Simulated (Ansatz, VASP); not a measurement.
## Sb in VASP and in Ansatz

```
CELL_PARAMETERS angstrom
3.16000 0.00000 0.00000
0.00000 3.16000 0.00000
0.00000 0.00000 3.09680
ATOMIC_POSITIONS crystal
Sb 0.00000 0.00000 0.00000
```

Change from the starting cell: zz strain of -2 %.

Alike in both runs: task single point; functional PBEsol; k mesh 13 × 13 × 13; occupations fermi-dirac, width 0.05 eV; no spin polarisation.

```csv
,VASP,Ansatz
version,VASP 6.6.1,Ansatz 0.2.0
potentials or method,"VASP PAW PBE potentials, release 64 (Sb), cutoff 520 eV","all-electron LAPW, scalar-relativistic"
```

```csv
,VASP,Ansatz,Ansatz less VASP
pressure (GPa),-4.0,-4.0,-0.04
"traceless stress, the component that is largest in VASP (GPa)",2.01,1.99,-0.017
```

VASP's potentials were made for PBE, not for PBEsol. Ansatz ran all-electron here, and VASP with PAW potentials.

Neither program's run includes spin-orbit coupling.
